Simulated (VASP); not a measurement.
# B33N32 (a cell with a defect) in VASP: single point with PBEsol

Aim: the single point of B33N32 (a cell with a defect) with PBEsol.

Program: VASP 6.6.1. These are calculated values, not measurements. Logs are shortened: lines on timing, memory, paths and dates and some standing lists are left out, and cuts for length are marked.

### 1 The cell of the first run

The cell holds a defect, 65 atoms: a = 7.212 Å, b = 7.212 Å, c = 7.212 Å, α = 90.00°, β = 90.00°, γ = 90.00°.

### 2 Single point, PBEsol, collinear spin

INCAR

```
ALGO = Normal ; EDIFF = 1E-6
ENCUT = 520 ; GGA = PS
GGA_COMPAT = F ; ISIF = 2
ISMEAR = -1 ; ISPIN = 2
ISYM = -1 ; LASPH = T
LCHARG = F ; LORBIT = 11
LREAL = Auto ; LWAVE = F
MAGMOM = 0 0 0 0 0 0 0 0.167 0 0 0 0 0 0 0 0 0 0 0 0 0 0 0 0 0 0 0 0 0 0 0 0 0.167 0 0 0 0 0 0 0 0.167 0 0.167 0 0 0 0 0 0 0 0 0.167 0 0 0 0 0 0 0 0 0 0.167 0 0 0 ; NBANDS = 172
NELECT = 257.0 ; NELM = 200
PREC = Accurate ; SIGMA = 0.05
```

KPOINTS

```
explicit points
1
Reciprocal
  0.25000000   0.25000000   0.25000000 1
```

POSCAR

```
B33N32
1.0
    7.2115910000      0.0000000000      0.0000000000
    0.0000000000      7.2115910000      0.0000000000
    0.0000000000      0.0000000000      7.2115910000
B N
33 32
Direct
    0.9993650000      0.9996520000      0.0006360000
    0.9995580000      0.9998390000      0.5012760000
    0.9992880000      0.4995820000      0.0006950000
    0.9995700000      0.4998670000      0.5009380000
    0.4992960000      0.9995680000      0.0006950000
    0.4995730000      0.9998590000      0.5009400000
    0.4993780000      0.4996630000      0.9967630000
    0.4259300000      0.4262010000      0.4647000000
    0.2463350000      0.2466200000      0.9985990000
    0.2361330000      0.2364370000      0.5019110000
    0.2505760000      0.7484760000      0.9996580000
    0.2480780000      0.7513170000      0.5061840000
    0.7481870000      0.2508610000      0.9996570000
    0.7510360000      0.2483580000      0.5061840000
    0.7522820000      0.7525660000      0.9988740000
    0.7629220000      0.7632270000      0.5025900000
    0.2476230000      0.9968320000      0.2493720000
    0.2487440000      0.9977360000      0.7524350000
    0.2429200000      0.4914760000      0.2417820000
    0.2449540000      0.4987090000      0.7536510000
    0.7510720000      0.0025560000      0.2494850000
    0.7502190000      0.0018470000      0.7525610000
    0.7552840000      0.5077120000      0.2425730000
    0.7540140000      0.5009650000      0.7537750000
    0.9965470000      0.2479090000      0.2493710000
    0.9974500000      0.2490300000      0.7524340000
    0.0022710000      0.7513590000      0.2494860000
    0.0015620000      0.7505060000      0.7525600000
    0.4911860000      0.2431980000      0.2417790000
    0.4984210000      0.2452380000      0.7536520000
    0.5074260000      0.7555680000      0.2425750000
    0.5006760000      0.7542950000      0.7537730000
    0.5741370000      0.5743900000      0.4642880000
    0.1235380000      0.1238230000      0.1260770000
    0.1199670000      0.1202490000      0.6279260000
    0.1263580000      0.6243180000      0.1262030000
    0.1251950000      0.6241790000      0.6262240000
    0.6240320000      0.1266410000      0.1262030000
    0.6238950000      0.1254770000      0.6262260000
    0.6262310000      0.6265160000      0.1223320000
    0.6411310000      0.6414140000      0.6350890000
    0.3729920000      0.3732760000      0.1222600000
    0.3589320000      0.3592160000      0.6346640000
    0.3754010000      0.8733650000      0.1263720000
    0.3757650000      0.8747100000      0.6262210000
    0.8730820000      0.3756850000      0.1263700000
    0.8744280000      0.3760480000      0.6262230000
    0.8758080000      0.8760930000      0.1262020000
    0.8798050000      0.8800860000      0.6282120000
    0.3720380000      0.1213950000      0.3749440000
    0.3739890000      0.1224080000      0.8774740000
    0.3788870000      0.6206850000      0.3791700000
    0.3758570000      0.6239040000      0.8737670000
    0.8732300000      0.1265730000      0.3765420000
    0.8737180000      0.1261270000      0.8772550000
    0.8786230000      0.6277070000      0.3751810000
    0.8773110000      0.6258370000      0.8775540000
    0.1211080000      0.3723280000      0.3749440000
    0.1221270000      0.3742700000      0.8774720000
    0.1262940000      0.8735090000      0.3765420000
    0.1258420000      0.8740050000      0.8772550000
    0.6204130000      0.3791570000      0.3791690000
    0.6236200000      0.3761430000      0.8737670000
    0.6274180000      0.8789080000      0.3751830000
    0.6255550000      0.8775910000      0.8775540000
```

Potentials or basis: VASP PAW PBE potentials, release 64 (B, N).

On the command line:

```bash
cat potpaw_PBE.64/B/POTCAR potpaw_PBE.64/N/POTCAR > POTCAR
mpirun -np 1 vasp_std > vasp.out
```

OUTCAR:

```text
EDIFF = 1E-6
   ENCUT = 520
   GGA = PS
   ISIF = 2
   ISMEAR = -1
   ISPIN = 2
   ISYM = -1
   LASPH = T
   LORBIT = 11
   LREAL = Auto
   NELECT = 257.0
   NELM = 200
   PREC = Accurate

 ion  position               nearest neighbor table
   1  0.999  1.000  0.001-  48 1.55  34 1.56  55 1.56  61 1.56
   2  1.000  1.000  0.501-  49 1.53  35 1.53  54 1.57  60 1.57
   3  0.999  0.500  0.001-  59 1.55  57 1.55  46 1.56  36 1.57
   4  1.000  0.500  0.501-  47 1.56  56 1.56  58 1.56  37 1.56
   5  0.499  1.000  0.001-  51 1.55  65 1.55  44 1.56  38 1.57
   6  0.500  1.000  0.501-  45 1.56  64 1.56  50 1.56  39 1.56
   7  0.499  0.500  0.997-  53 1.54  63 1.54  42 1.57  40 1.58
   8  0.426  0.426  0.465-  43 1.40  33 1.51  62 1.57  52 1.57  10 1.95  29 2.13  19 2.13
   9  0.246  0.247  0.999-  59 1.55  51 1.55  34 1.55  42 1.57
  10  0.236  0.236  0.502-  35 1.49  43 1.58  58 1.58  50 1.58   8 1.95
  11  0.251  0.748  1.000-  61 1.55  36 1.56  53 1.56  44 1.57
  12  0.248  0.751  0.506-  37 1.54  45 1.55  60 1.56  52 1.62
  13  0.748  0.251  1.000-  55 1.55  38 1.56  63 1.56  46 1.57
  14  0.751  0.248  0.506-  39 1.54  47 1.55  54 1.56  62 1.62
  15  0.752  0.753  0.999-  65 1.55  57 1.55  48 1.56  40 1.56
  16  0.763  0.763  0.503-  49 1.50  41 1.57  64 1.58  56 1.58  33 1.95
  17  0.248  0.997  0.249-  60 1.55  44 1.56  34 1.56  50 1.56
  18  0.249  0.998  0.752-  61 1.55  51 1.56  35 1.57  45 1.57
  19  0.243  0.491  0.242-  36 1.52  42 1.53  58 1.56  52 1.68   8 2.13
  20  0.245  0.499  0.754-  59 1.55  37 1.55  43 1.56  53 1.57
  21  0.751  0.003  0.249-  64 1.55  54 1.55  38 1.56  48 1.56
  22  0.750  0.002  0.753-  55 1.55  65 1.56  49 1.56  39 1.57
  23  0.755  0.508  0.243-  46 1.53  40 1.53  56 1.57  62 1.67  33 2.12
  24  0.754  0.501  0.754-  57 1.55  47 1.55  41 1.56  63 1.56
  25  0.997  0.248  0.249-  54 1.55  46 1.56  34 1.56  58 1.56
  26  0.997  0.249  0.752-  55 1.55  59 1.56  35 1.57  47 1.57
  27  0.002  0.751  0.249-  56 1.55  60 1.55  36 1.56  48 1.56
  28  0.002  0.751  0.753-  61 1.55  57 1.56  49 1.56  37 1.57
  29  0.491  0.243  0.242-  38 1.52  42 1.53  50 1.56  62 1.68   8 2.13
  30  0.498  0.245  0.754-  51 1.55  39 1.55  43 1.56  63 1.57
  31  0.507  0.756  0.243-  44 1.53  40 1.53  64 1.57  52 1.67  33 2.12
  32  0.501  0.754  0.754-  65 1.55  45 1.55  41 1.56  53 1.56
  33  0.574  0.574  0.464-  41 1.41   8 1.51  62 1.57  52 1.57  16 1.95  23 2.12  31 2.12
  34  0.124  0.124  0.126-   9 1.55   1 1.56  17 1.56  25 1.56
  35  0.120  0.120  0.628-  10 1.49   2 1.53  18 1.57  26 1.57
  36  0.126  0.624  0.126-  19 1.52  27 1.56  11 1.56   3 1.57
  37  0.125  0.624  0.626-  12 1.54  20 1.55   4 1.56  28 1.57
  38  0.624  0.127  0.126-  29 1.52  21 1.56  13 1.56   5 1.57
  39  0.624  0.125  0.626-  14 1.54  30 1.55   6 1.56  22 1.57
[... 10 lines left out ...]
  50  0.372  0.121  0.375-  17 1.56  29 1.56   6 1.56  10 1.58
  51  0.374  0.122  0.877-  30 1.55   5 1.55   9 1.55  18 1.56
  52  0.379  0.621  0.379-   8 1.57  33 1.57  12 1.62  31 1.67  19 1.68
  53  0.376  0.624  0.874-   7 1.54  32 1.56  11 1.56  20 1.57
  54  0.873  0.127  0.377-  25 1.55  21 1.55  14 1.56   2 1.57
  55  0.874  0.126  0.877-  26 1.55  22 1.55  13 1.55   1 1.56
  56  0.879  0.628  0.375-  27 1.55   4 1.56  23 1.57  16 1.58
  57  0.877  0.626  0.878-   3 1.55  24 1.55  15 1.55  28 1.56
  58  0.121  0.372  0.375-  25 1.56  19 1.56   4 1.56  10 1.58
  59  0.122  0.374  0.877-  20 1.55   3 1.55   9 1.55  26 1.56
  60  0.126  0.874  0.377-  17 1.55  27 1.55  12 1.56   2 1.57
  61  0.126  0.874  0.877-  18 1.55  28 1.55  11 1.55   1 1.56
  62  0.620  0.379  0.379-   8 1.57  33 1.57  14 1.62  23 1.67  29 1.68
  63  0.624  0.376  0.874-   7 1.54  24 1.56  13 1.56  30 1.57
  64  0.627  0.879  0.375-  21 1.55   6 1.56  31 1.57  16 1.58
  65  0.626  0.878  0.878-   5 1.55  32 1.55  15 1.55  22 1.56

IMPORTANT INFORMATION: All symmetrisations will be switched off!
NOSYMM: (Re-)initialisation of all symmetry stuff for point group C_1.

----------------------------------------------------------------------------------------

                                     Primitive cell

  volume of cell :     375.0535

  direct lattice vectors                    reciprocal lattice vectors
     7.211591000  0.000000000  0.000000000     0.138665656  0.000000000  0.000000000
[... 174 lines left out ...]
   IBRION =     -1    ionic relax: 0-MD 1-quasi-New 2-CG
   NFREE  =      0    steps in history (QN), initial steepest desc. (CG)
   ISIF   =      2    stress and relaxation
   ISYM   =     -1    0-nonsym 1-usesym 2-fastsym
   POTIM  = 0.5000    time-step for ionic-motion
   TEBEG  =    0.0;   TEEND  =   0.0 temperature during run
   PSTRESS=    0.0 pullay stress
   NELECT =     257.0000    total number of electrons
   NUPDOWN=      -1.0000    fix difference up-down
   EMIN   =  10.00;   EMAX   =-10.00  energy-range for DOS
   EFERMI =   0.00;   METHOD = LEGACY
   ISMEAR =    -1;   SIGMA  =   0.05  broadening in eV -4-tet -1-fermi 0-gaus
   EFERMI_NEDOS =   21; number of points for ismear=-14 and -15
   IALGO  =     38    algorithm
   IMIX   =      4    mixing-type and parameters
     AMIX     =   0.40;   BMIX     =  1.00
     AMIX_MAG =   1.60;   BMIX_MAG =  1.00
  volume/ion in A,a.u.               =       5.77        38.94
  Fermi-wavevector in a.u.,A,eV,Ry     =   1.443294  2.727430 28.342260  2.083097
  Thomas-Fermi vector in A             =   2.561718
   LORBIT       =     11    0 simple, 1 ext, 2 COOP (PROOUT), +10 PAW based schemes
   GGA     = PS    functional components
   LHFCALC =     F    Hartree Fock is set to
   AEXX    =    0.0000 exact exchange contribution
   IVDW    =     0    specifies the selected vdW correction
   LEPSILON=     F    determine dielectric tensor
   LRPA    =     F    only Hartree local field effects (RPA)
 spin polarized calculation
  energy-cutoff  :      520.00
  volume of cell :      375.05
 maximum number of plane-waves:     10107
 NGX is ok and might be reduce to    54
   NGX = 27   NGY = 27   NGZ = 27

 number of electron     257.0000025 magnetization       0.9993806

 Free energy of the ion-electron system (eV)
  ---------------------------------------------------
  ext. energy  EPLUGINS =         0.00000000
  ---------------------------------------------------
  free energy    TOTEN  =      -602.81911566 eV

  energy without entropy =     -602.81880695  energy(sigma->0) =     -602.81896131

 E-fermi :   9.7640     XC(G=0): -13.0818

 val. band max:        9.3652599537   @ k =   0.2500   0.2500   0.2500
 cond. band min:      10.1627196493   @ k =   0.2500   0.2500   0.2500
 fundamental gap:      0.7974596956
 Fermi energy:         9.7639897964

 spin component 1

 k-point     1 :       0.2500    0.2500    0.2500
  band No.  band energies     occupation
      1     -12.9739      1.00000
      2     -11.9460      1.00000
      3     -11.4431      1.00000
      4     -11.4372      1.00000
      5     -10.8450      1.00000
      6     -10.5067      1.00000
[... 132 lines left out ...]
    139      15.3353      0.00000
    140      15.3659      0.00000
 Fermi energy:         9.7639897964

 spin component 2

 k-point     1 :       0.2500    0.2500    0.2500
  band No.  band energies     occupation
      1     -12.8707      1.00000
      2     -11.8998      1.00000
      3     -11.4185      1.00000
      4     -11.4185      1.00000
      5     -10.8114      1.00000
      6     -10.4843      1.00000
[... 132 lines left out ...]
    139      15.3916      0.00000
    140      15.4440      0.00000
 [bands above 140 left out]

------------------------ aborting loop because EDIFF is reached ----------------------------------------

  FORCE on cell =-STRESS in cart. coord.  units (eV):
  Direction    XX          YY          ZZ          XY          YZ          ZX
  --------------------------------------------------------------------------------------
  -------------------------------------------------------------------------------------
  Total       -2.9706401     -2.9731125     -7.9514498     13.0581891     -2.8053156     -2.8099265
  in kB      -12.6901674    -12.7007293    -33.9675046     55.7827949    -11.9839241    -12.0036213
  external PRESSURE =     -19.7861338 kB  Pullay stress =       0.0000000 kB

 VOLUME and BASIS-vectors are now :
 -----------------------------------------------------------------------------
  energy-cutoff  :      520.00
  volume of cell :      375.05
      direct lattice vectors                 reciprocal lattice vectors
     7.211591000  0.000000000  0.000000000     0.138665656  0.000000000  0.000000000
     0.000000000  7.211591000  0.000000000     0.000000000  0.138665656  0.000000000
     0.000000000  0.000000000  7.211591000     0.000000000  0.000000000  0.138665656

 POSITION                                       TOTAL-FORCE (eV/Angst)
 -----------------------------------------------------------------------------------
      7.20701      7.20908      0.00459         0.001439      0.001479     -0.004387
      7.20840      7.21043      3.61500         0.001132      0.001261     -0.011065
      7.20646      3.60278      0.00501         0.000794      0.001060      0.003180
      7.20849      3.60484      3.61256         0.001360     -0.000031     -0.000432
      3.60072      7.20848      0.00501         0.001428      0.001162      0.003213
      3.60272      7.21057      3.61257         0.000815      0.001141     -0.000782
[... 57 lines left out ...]
      4.52468      6.33833      2.70567         0.000180     -0.003606      0.004836
      4.51125      6.32883      6.32856         0.001464     -0.000139      0.000482
 -----------------------------------------------------------------------------------
    total drift:                               -0.002397     -0.001513     -0.012437

  FREE ENERGIE OF THE ION-ELECTRON SYSTEM (eV)
  ---------------------------------------------------
  free  energy   TOTEN  =      -602.8191156626 eV

  energy  without entropy=     -602.8188069527  energy(sigma->0) =     -602.81896131

 total charge

# of ion       s       p       d       tot
------------------------------------------
    1        0.675   1.365   0.000   2.041
    2        0.681   1.389   0.000   2.070
    3        0.677   1.369   0.000   2.046
    4        0.674   1.360   0.000   2.034
    5        0.677   1.369   0.000   2.046
    6        0.674   1.360   0.000   2.034
[... 57 lines left out ...]
   64        1.210   2.743   0.000   3.953
   65        1.208   2.767   0.000   3.975
--------------------------------------------------
tot         61.072 133.541   0.000 194.613

 magnetization (x)

# of ion       s       p       d       tot
------------------------------------------
    1        0.000   0.000   0.000   0.000
    2       -0.000   0.003   0.000   0.003
    3        0.000   0.001   0.000   0.001
    4       -0.000   0.001   0.000   0.001
    5        0.000   0.001   0.000   0.001
    6       -0.000   0.001   0.000   0.001
[... 57 lines left out ...]
   64        0.003   0.015   0.000   0.018
   65        0.000  -0.000   0.000  -0.000
--------------------------------------------------
tot          0.060   0.676   0.000   0.736
```

Wall time 2.9 min (1 thread of Intel Xeon 6975P-C (Granite Rapids), shared host); peak memory 0.55 GiB.

What came out:

| Property | Result |
| --- | --- |
| Free energy | -602.8191 eV |
| Largest force | 0.067 eV/Å |
| Net moment | 1.00 μB per cell |
| Site moments | B +0.00, +0.23, -0.00, +0.26 (each value once); N +0.00, +0.01, +0.03, +0.02, -0.00 (each value once) μB |
| Valence electrons inside the program's atomic spheres | B 2.04, 2.07, 2.05, 2.03, 2.24, 2.08, 2.02, 2.01, 2.00, 2.25 (each value once); N 3.96, 4.00, 3.97, 4.03, 3.95, 3.98, 3.90 (each value once) |

Forces on the atoms (eV/Å):
```
B    0.001  0.001 -0.004
B    0.001  0.001 -0.011
B    0.001  0.001  0.003
B    0.001  0.000  0.000
B    0.001  0.001  0.003
B    0.001  0.001 -0.001
B    0.000 -0.001  0.005
B   -0.046 -0.044 -0.002
B    0.001  0.001 -0.002
B   -0.001 -0.005 -0.008
B    0.002 -0.001  0.003
B    0.007 -0.006 -0.016
B    0.000  0.002  0.003
B   -0.006  0.007 -0.015
B    0.000  0.000 -0.002
B    0.005  0.002 -0.011
B    0.000 -0.001 -0.003
B    0.000  0.004 -0.003
B    0.006  0.013  0.012
B    0.006 -0.002  0.001
B    0.001  0.002 -0.004
B    0.000 -0.003 -0.003
B   -0.004 -0.012  0.012
B   -0.006  0.002  0.000
B    0.000 -0.001 -0.003
B    0.004  0.000 -0.002
B    0.002  0.001 -0.004
B   -0.003  0.000 -0.003
B    0.014  0.006  0.013
B   -0.001  0.006  0.001
B   -0.012 -0.005  0.013
B    0.002 -0.006  0.000
B    0.046  0.049 -0.005
N    0.000  0.000  0.002
N    0.000  0.001  0.010
N   -0.003  0.005 -0.003
N   -0.003 -0.002  0.001
N    0.004 -0.003 -0.004
N   -0.002 -0.003  0.001
N   -0.004 -0.005 -0.007
N   -0.007 -0.006  0.016
N    0.004  0.004 -0.008
N    0.005  0.005  0.017
N   -0.006  0.002 -0.002
N    0.001  0.002  0.001
N    0.001 -0.005 -0.002
N    0.002  0.002  0.001
N   -0.001 -0.001  0.002
N   -0.001  0.000  0.010
N   -0.002  0.002  0.006
N   -0.003  0.000  0.000
N   -0.031  0.027 -0.017
N   -0.001  0.001 -0.003
N    0.001 -0.002  0.003
N    0.001 -0.001  0.003
N   -0.005  0.001  0.005
N    0.000  0.002  0.001
N    0.002 -0.002  0.005
N    0.000 -0.002  0.001
N   -0.002  0.001  0.003
N   -0.001  0.001  0.003
N    0.027 -0.030 -0.017
N    0.001 -0.001 -0.003
N    0.000 -0.004  0.005
N    0.001  0.000  0.000
```

Caveat: the cell carries a net charge on a neutralising background, which shifts energy and pressure; the cell is charged against a uniform background, so pressure and absolute levels hang on convention; the PAW data sets were made with another functional, which shifts forces and pressure a little.
